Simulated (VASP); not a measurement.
K, 1 atom in the cell. The typed cell holds 1 atom: a = 4.665 Å, b = 4.665 Å, c = 4.665 Å, α = 120.00°, β = 120.00°, γ = 90.01°.  This cell differs from its parent crystal: ratio of the length along z to the lengths across it x 1.414, volume and fractional coordinates fixed.

| Quantity | Value |
| --- | --- |
| Program | VASP 6.6.1 |
| Task | single point |
| Functional | PBE |
| Potentials or basis | VASP PAW PBE potentials, release 64 (K_sv) |
| Cutoff | 520 eV |
| k mesh | 14 × 14 × 14 |
| Occupations | gaussian, width 0.15 eV |
| Spin | no spin polarisation |
| Dipole correction | no |
| Further INCAR settings | ALGO = Normal; EDIFF = 1e-06; NBANDS = 10 |

Potentials or basis: VASP PAW PBE potentials, release 64 (K_sv).

Launch:

```sh
$ cat potpaw_PBE.64/K_sv/POTCAR > POTCAR
$ mpirun -np 1 vasp_std > vasp.out
```

Hardware: 1 thread of Intel(R) Xeon(R) 6975P-C (Granite Rapids) (shared host).

Task: Estimate the wall time of this run.

Result: Run time: 47 s on 1 thread of Intel(R) Xeon(R) 6975P-C (Granite Rapids), with other jobs on the host, peak memory 0.31 GiB. Counts: scf iterations 11, k points 244.
